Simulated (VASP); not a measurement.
# ReS (Fm-3m) in VASP: single point with r2SCAN

Aim: the single point of ReS with r2SCAN.

Program: VASP 6.6.1. These are calculated values, not measurements. Logs are shortened: lines on timing, memory, paths and dates and some standing lists are left out, and cuts for length are marked.

## Step 1: The cell of the first run

It takes space group Fm-3m (No. 225, cubic). Conventional cell: a = 4.866 Å, b = 4.866 Å, c = 4.866 Å, α = 90.00°, β = 90.00°, γ = 90.00°. Re (site symmetry m-3m) has 6 S at 2.43 Å within 3.2 Å. Within 3.2 Å of S (site symmetry m-3m) lie 6 Re at 2.43 Å.

## Step 2: Single point, r2SCAN

POSCAR reads:

```
ReS
1.0
    0.0000000000      2.4331075965      2.4331075965
    2.4331075965      0.0000000000      2.4331075965
    2.4331075965      2.4331075965      0.0000000000
Re S
1 1
Direct
    0.0000000000      0.0000000000      0.0000000000
    0.5000000000      0.5000000000      0.5000000000
```

INCAR.step1 reads:

```
  PREC = Accurate
  ENCUT = 610
  ISMEAR = 0
  SIGMA = 0.1
  LREAL = F
  LASPH = T
  NELM = 120
  NBANDS = 18
  GGA = PE
  ALGO = Normal
  EDIFF = 1E-5
  LWAVE = T
  LCHARG = F
  GGA_COMPAT = F
```

INCAR.step2 reads:

```
  PREC = Accurate
  ENCUT = 610
  EDIFF = 1E-6
  ISMEAR = 0
  SIGMA = 0.1
  LREAL = F
  LASPH = T
  NELM = 120
  ALGO = Normal
  ISIF = 2
  LWAVE = F
  LCHARG = F
  METAGGA = R2SCAN
  LMIXTAU = T
  NBANDS = 18
  ISTART = 1
  GGA_COMPAT = F
```

KPOINTS reads:

```
Automatic mesh
0
Gamma
  14 14 14
```

Potentials or basis: VASP PAW PBE potentials, release 64 (Re_sv_GW, S).

Launch:

```bash
cat potpaw_PBE.64/Re_sv_GW/POTCAR potpaw_PBE.64/S/POTCAR > POTCAR
cp INCAR.step1 INCAR
mpirun -np 1 vasp_std > vasp.out
cp INCAR.step2 INCAR
mpirun -np 1 vasp_std > vasp.out
```

OUTCAR:

```text
PREC = Accurate
   ENCUT = 610
   EDIFF = 1E-6
   ISMEAR = 0
   LREAL = F
   LASPH = T
   NELM = 120
   ISIF = 2
   METAGGA = R2SCAN
   ISTART = 1

 ion  position               nearest neighbor table
   1  0.000  0.000  0.000-   2 2.43   2 2.43   2 2.43   2 2.43   2 2.43   2 2.43
   2  0.500  0.500  0.500-   1 2.43   1 2.43   1 2.43   1 2.43   1 2.43   1 2.43

  LATTYP: Found a face centered cubic cell.
 ALAT       =     4.8662151930

  Lattice vectors:

 A1 = (   0.0000000000,   2.4331075965,   2.4331075965)
 A2 = (   2.4331075965,   0.0000000000,   2.4331075965)
 A3 = (   2.4331075965,   2.4331075965,   0.0000000000)

Analysis of symmetry for initial positions (statically):
=====================================================================
 Subroutine PRICEL returns:
 Original cell was already a primitive cell.

 Routine SETGRP: Setting up the symmetry group for a
 face centered cubic supercell.

 Subroutine GETGRP returns: Found 48 space group operations
 (whereof 48 operations were pure point group operations)
 out of a pool of 48 trial point group operations.

The static configuration has the point symmetry O_h .

Analysis of symmetry for dynamics (positions and initial velocities):
=====================================================================
 Subroutine PRICEL returns:
 Original cell was already a primitive cell.

 Routine SETGRP: Setting up the symmetry group for a
 face centered cubic supercell.

 Subroutine GETGRP returns: Found 48 space group operations
 (whereof 48 operations were pure point group operations)
 out of a pool of 48 trial point group operations.

The dynamic configuration has the point symmetry O_h .

 Subroutine INISYM returns: Found 48 space group operations
 (whereof 48 operations are pure point group operations),
 and found     1 'primitive' translations

----------------------------------------------------------------------------------------

                                     Primitive cell

  volume of cell :      28.8081

  direct lattice vectors                    reciprocal lattice vectors
     0.000000000  2.433107597  2.433107597    -0.205498516  0.205498516  0.205498516
     2.433107597  0.000000000  2.433107597     0.205498516 -0.205498516  0.205498516
     2.433107597  2.433107597  0.000000000     0.205498516  0.205498516 -0.205498516

  length of vectors
     3.440933762  3.440933762  3.440933762     0.355933870  0.355933870  0.355933870

  position of ions in fractional coordinates (direct lattice)
     0.000000000  0.000000000  0.000000000
     0.500000000  0.500000000  0.500000000

  ion indices of the primitive-cell ions
   primitive index   ion index
                 1           1
                 2           2

----------------------------------------------------------------------------------------

 KPOINTS: Automatic mesh

Automatic generation of k-mesh.
 Grid dimensions read from file:
 generate k-points for:   14   14   14

 Generating k-lattice:

  Cartesian coordinates                     Fractional coordinates (reciprocal lattice)
    -0.014678465  0.014678465  0.014678465     0.071428571  0.000000000  0.000000000
     0.014678465 -0.014678465  0.014678465     0.000000000  0.071428571  0.000000000
     0.014678465  0.014678465 -0.014678465     0.000000000  0.000000000  0.071428571

  Length of vectors
     0.025423848  0.025423848  0.025423848

  Shift w.r.t. Gamma in fractional coordinates (k-lattice)
     0.000000000  0.000000000  0.000000000

 Subroutine IBZKPT returns following result:
 ===========================================

 Found    104 irreducible k-points:

 Following reciprocal coordinates:
            Coordinates               Weight
  0.000000  0.000000  0.000000      1.000000
  0.071429  0.000000  0.000000      8.000000
  0.142857  0.000000  0.000000      8.000000
  0.214286  0.000000  0.000000      8.000000
  0.285714  0.000000  0.000000      8.000000
  0.357143  0.000000  0.000000      8.000000
[... 16 lines left out ...]
  0.214286  0.142857  0.000000     24.000000
  0.285714  0.142857  0.000000     24.000000
 [... further k-points ...]
   k-points           NKPTS =    104   k-points in BZ     NKDIM =    104   number of bands    NBANDS=     18
   number of dos      NEDOS =    301   number of ions     NIONS =      2
   total plane-waves  NPLWV =  21952
   dimension x,y,z NGX =    28 NGY =   28 NGZ =   28
   dimension x,y,z NGXF=    56 NGYF=   56 NGZF=   56
   ions per type =               1   1
   NGX,Y,Z   is equivalent  to a cutoff of  13.53, 13.53, 13.53 a.u.
   NGXF,Y,Z  is equivalent  to a cutoff of  27.06, 27.06, 27.06 a.u.
 SYSTEM =  unknown system
   PREC   = accura    normal or accurate (medium, high low for compatibility)
   ISTART =      1    job   : 0-new  1-cont  2-samecut
   ICHARG =      0    charge: 1-file 2-atom 10-const
   ISPIN  =      1    spin polarized calculation?
   LNONCOLLINEAR =      F non collinear calculations
   LSORBIT =      F    spin-orbit coupling
   LASPH  =      T    aspherical Exc in radial PAW
   ENCUT  =  610.0 eV  44.83 Ry    6.70 a.u.   6.93  6.93  6.93*2*pi/ulx,y,z
   NELM   =    120;   NELMIN=  2; NELMDL=  0     # of ELM steps
   EDIFF  = 0.1E-05   stopping-criterion for ELM
   LREAL  =      F    real-space projection
   EDIFFG = 0.1E-04   stopping-criterion for IOM
   NSW    =      0    number of steps for IOM
   IBRION =     -1    ionic relax: 0-MD 1-quasi-New 2-CG
   NFREE  =      0    steps in history (QN), initial steepest desc. (CG)
   ISIF   =      2    stress and relaxation
   ISYM   =      2    0-nonsym 1-usesym 2-fastsym
   POTIM  = 0.5000    time-step for ionic-motion
   TEBEG  =    0.0;   TEEND  =   0.0 temperature during run
   PSTRESS=    0.0 pullay stress
   NELECT =      21.0000    total number of electrons
   NUPDOWN=      -1.0000    fix difference up-down
   EMIN   =  10.00;   EMAX   =-10.00  energy-range for DOS
   EFERMI =   0.00;   METHOD = LEGACY
   ISMEAR =     0;   SIGMA  =   0.10  broadening in eV -4-tet -1-fermi 0-gaus
   EFERMI_NEDOS =   21; number of points for ismear=-14 and -15
   IALGO  =     38    algorithm
   IMIX   =      4    mixing-type and parameters
     AMIX     =   0.40;   BMIX     =  1.00
     AMIX_MAG =   1.60;   BMIX_MAG =  1.00
  volume/ion in A,a.u.               =      14.40        97.20
  Fermi-wavevector in a.u.,A,eV,Ry     =   1.473364  2.784254 29.535533  2.170800
  Thomas-Fermi vector in A             =   2.588266
   LORBIT       =      0    0 simple, 1 ext, 2 COOP (PROOUT), +10 PAW based schemes
   METAGGA = R2SCAN    functional components
   LHFCALC =     F    Hartree Fock is set to
   AEXX    =    0.0000 exact exchange contribution
   IVDW    =     0    specifies the selected vdW correction
   LEPSILON=     F    determine dielectric tensor
   LRPA    =     F    only Hartree local field effects (RPA)
 non-spin polarized calculation
 Gauss-broadening in eV      SIGMA  =   0.10
  energy-cutoff  :      610.00
  volume of cell :       28.81
 maximum number of plane-waves:      1006
   NGX = 13   NGY = 13   NGZ = 13

 number of electron      20.9999999 magnetization

 Free energy of the ion-electron system (eV)
  ---------------------------------------------------
  ext. energy  EPLUGINS =         0.00000000
  ---------------------------------------------------
  free energy    TOTEN  =       -60.06805642 eV

  energy without entropy =      -60.05156264  energy(sigma->0) =      -60.05980953

 E-fermi :  12.2135     XC(G=0): -13.7437

 val. band max:       12.2049450235   @ k =  -0.2857   0.2143   0.0714
 cond. band min:      12.2222301800   @ k =  -0.4286   0.4286   0.1429
 fundamental gap:      0.0172851565
 Fermi energy:        12.2134746935

 k-point     1 :       0.0000    0.0000    0.0000
  band No.  band energies     occupation
      1     -70.1131      2.00000
      2     -31.3300      2.00000
      3     -31.3300      2.00000
      4     -31.3300      2.00000
      5      -5.8953      2.00000
      6       8.8290      2.00000
[... 10 lines left out ...]
     17      25.9376      0.00000
     18      25.9376      0.00000

 k-point     2 :       0.0714    0.0000    0.0000
  band No.  band energies     occupation
      1     -70.1128      2.00000
      2     -31.3379      2.00000
      3     -31.3309      2.00000
      4     -31.3309      2.00000
      5      -5.8048      2.00000
      6       7.9179      2.00000
[... 10 lines left out ...]
     17      25.6472      0.00000
     18      25.6472      0.00000

 k-point     3 :       0.1429    0.0000    0.0000
  band No.  band energies     occupation
      1     -70.1120      2.00000
      2     -31.3603      2.00000
      3     -31.3335      2.00000
      4     -31.3335      2.00000
      5      -5.5404      2.00000
      6       6.6851      2.00000
[... 10 lines left out ...]
     17      24.7575      0.00000
     18      24.7575      0.00000

 k-point     4 :       0.2143    0.0000    0.0000
  band No.  band energies     occupation
      1     -70.1109      2.00000
      2     -31.3923      2.00000
      3     -31.3373      2.00000
      4     -31.3373      2.00000
      5      -5.1240      2.00000
      6       5.3880      2.00000
[... 10 lines left out ...]
     17      23.4083      0.00000
     18      25.2285      0.00000

 k-point     5 :       0.2857    0.0000    0.0000
  band No.  band energies     occupation
      1     -70.1096      2.00000
      2     -31.4274      2.00000
      3     -31.3415      2.00000
      4     -31.3415      2.00000
      5      -4.5968      2.00000
      6       4.1475      2.00000
[... 10 lines left out ...]
     17      21.9028      0.00000
     18      26.5086      0.00000

 k-point     6 :       0.3571    0.0000    0.0000
  band No.  band energies     occupation
      1     -70.1084      2.00000
      2     -31.4591      2.00000
      3     -31.3453      2.00000
      4     -31.3453      2.00000
      5      -4.0314      2.00000
      6       3.0678      2.00000
[... 10 lines left out ...]
     17      22.6186      0.00000
     18      25.7218      0.00000

 k-point     7 :       0.4286    0.0000    0.0000
  band No.  band energies     occupation
      1     -70.1076      2.00000
      2     -31.4806      2.00000
      3     -31.3479      2.00000
      4     -31.3478      2.00000
      5      -3.5563      2.00000
      6       2.2851      2.00000
[... 10 lines left out ...]
     17      23.8380      0.00000
     18      24.9514      0.00000

 k-point     8 :       0.5000    0.0000    0.0000
  band No.  band energies     occupation
      1     -70.1073      2.00000
      2     -31.4884      2.00000
      3     -31.3487      2.00000
      4     -31.3487      2.00000
      5      -3.3604      2.00000
      6       1.9870      2.00000
[... 10 lines left out ...]
     17      24.3744      0.00000
     18      24.6272      0.00000
[... 229 lines left out ...]
     17      23.2323      0.00000
     18      25.9010      0.00000

 k-point    20 :      -0.1429    0.0714    0.0000
  band No.  band energies     occupation
      1     -70.1115      2.00000
      2     -31.3728      2.00000
      3     -31.3411      2.00000
      4     -31.3330      2.00000
      5      -5.3477      2.00000
      6       5.9477      2.00000
[... 10 lines left out ...]
     17      24.8880      0.00000
     18      25.2968      0.00000

 k-point    21 :      -0.0714    0.0714    0.0000
  band No.  band energies     occupation
      1     -70.1124      2.00000
      2     -31.3489      2.00000
      3     -31.3356      2.00000
      4     -31.3310      2.00000
      5      -5.6580      2.00000
      6       7.0477      2.00000
[... 10 lines left out ...]
     17      25.3260      0.00000
     18      25.6751      0.00000

 k-point    22 :       0.1429    0.1429    0.0000
  band No.  band energies     occupation
      1     -70.1117      2.00000
      2     -31.3580      2.00000
      3     -31.3406      2.00000
      4     -31.3406      2.00000
      5      -5.4482      2.00000
      6       5.7327      2.00000
[... 10 lines left out ...]
     17      23.9275      0.00000
     18      24.6143      0.00000

 k-point    23 :       0.2143    0.1429    0.0000
  band No.  band energies     occupation
      1     -70.1108      2.00000
      2     -31.3786      2.00000
      3     -31.3459      2.00000
      4     -31.3441      2.00000
      5      -5.1735      2.00000
      6       5.0178      2.00000
[... 10 lines left out ...]
     17      23.1972      0.00000
     18      24.2021      0.00000

 k-point    24 :       0.2857    0.1429    0.0000
  band No.  band energies     occupation
      1     -70.1097      2.00000
      2     -31.4072      2.00000
      3     -31.3508      2.00000
      4     -31.3481      2.00000
      5      -4.7795      2.00000
      6       4.3228      2.00000
[... 10 lines left out ...]
     17      22.4534      0.00000
     18      24.7713      0.00000

 [... further k-points ...]

------------------------ aborting loop because EDIFF is reached ----------------------------------------

  FORCE on cell =-STRESS in cart. coord.  units (eV):
  Direction    XX          YY          ZZ          XY          YZ          ZX
  --------------------------------------------------------------------------------------
  -------------------------------------------------------------------------------------
  Total        0.7745595      0.7745595      0.7745595      0.0000000      0.0000000      0.0000000
  in kB       43.0775926     43.0775926     43.0775926      0.0000000      0.0000000      0.0000000
  external PRESSURE =      43.0775926 kB  Pullay stress =       0.0000000 kB

 VOLUME and BASIS-vectors are now :
 -----------------------------------------------------------------------------
  energy-cutoff  :      610.00
  volume of cell :       28.81
      direct lattice vectors                 reciprocal lattice vectors
     0.000000000  2.433107597  2.433107597    -0.205498516  0.205498516  0.205498516
     2.433107597  0.000000000  2.433107597     0.205498516 -0.205498516  0.205498516
     2.433107597  2.433107597  0.000000000     0.205498516  0.205498516 -0.205498516

 POSITION                                       TOTAL-FORCE (eV/Angst)
 -----------------------------------------------------------------------------------
      0.00000      0.00000      0.00000         0.000000      0.000000     -0.000000
      2.43311      2.43311      2.43311        -0.000000     -0.000000      0.000000
 -----------------------------------------------------------------------------------
    total drift:                               -0.000000      0.000000      0.000000

  FREE ENERGIE OF THE ION-ELECTRON SYSTEM (eV)
  ---------------------------------------------------
  free  energy   TOTEN  =       -60.0680564181 eV

  energy  without entropy=      -60.0515626377  energy(sigma->0) =      -60.05980953
```

Wall time 3.3 min (1 thread of Intel Xeon Platinum 8259CL at 2.50GHz (Skylake/Cascade Lake), shared host); peak memory 0.22 GiB.

Results:

```
Free energy            : -60.0681 eV
Pressure               : 4.3 GPa
Band gap on the k mesh : zero (an odd number of electrons rules out a gap without spin polarisation)
```

Levels at points of the mesh, in eV from the Fermi level:
| k point | band 7 | band 8 | band 9 | band 10 | band 11 | band 12 | band 13 | band 14 |
| --- | --- | --- | --- | --- | --- | --- | --- | --- |
| (0.00, 0.00, 0.00) | -3.38 | -3.38 | -3.14 | -3.14 | -3.14 | -2.64 | -2.64 | 3.38 |
| (0.50, 0.00, 0.00) | -7.35 | -7.35 | -0.35 | -0.35 | 0.30 | 2.69 | 5.84 | 5.84 |
| (0.50, 0.50, 0.00) | -5.14 | -5.01 | -5.01 | -1.44 | 0.47 | 0.47 | 0.57 | 3.07 |

Caveat: the cell stands under pressure; the PAW data sets were made with another functional, which shifts forces and pressure a little; spin-orbit coupling is left out, which moves the levels of the heavy elements; an odd number of electrons without spin polarisation forces a metal; a magnetic or distorted state may lie lower.
